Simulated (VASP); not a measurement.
Here is a VASP 6.6.1 calculation.

File INCAR:

```
PREC     = Accurate       # precision mode
ENCUT    = 520            # plane-wave cutoff, eV
EDIFF    = 1E-6           # SCF threshold, eV
ISMEAR   = 0              # smearing method
SIGMA    = 0.017          # smearing width, eV
LREAL    = False          # projectors in reciprocal space
LASPH    = True           # aspherical terms in the spheres
NELM     = 60             # most SCF steps
ALGO     = Normal         # electronic algorithm
ISIF     = 2              # what is computed and relaxed
LWAVE    = False          # write WAVECAR
LCHARG   = True           # write CHGCAR
GGA      = PE             # functional
LELF     = True           # ELF
LVHAR    = True         
NBANDS   = 11             # bands
```

File KPOINTS:

```
regular mesh
0
Gamma
  10 10 10
```

POSCAR

```
BAs
1.0
    0.0000000000      2.3885000000      2.3885000000
    2.3885000000      0.0000000000      2.3885000000
    2.3885000000      2.3885000000      0.0000000000
As B
1 1
Direct
    0.7500000000      0.7500000000      0.7500000000
    0.0000000000      0.0000000000      0.0000000000
```

Potentials or basis: VASP PAW PBE potentials, release 64 (As, B).

Run with:

```console
$ cat potpaw_PBE.64/As/POTCAR potpaw_PBE.64/B/POTCAR > POTCAR
$ mpirun -np 1 vasp_std > vasp.out
```

Estimate the band gap on the k mesh.

1.18 eV, indirect (least direct gap 3.28 eV).

Predict the pressure.

3.4 GPa.

A k mesh can miss the band edges. A hybrid or GW would open this gap; PBE tends to underestimate it.
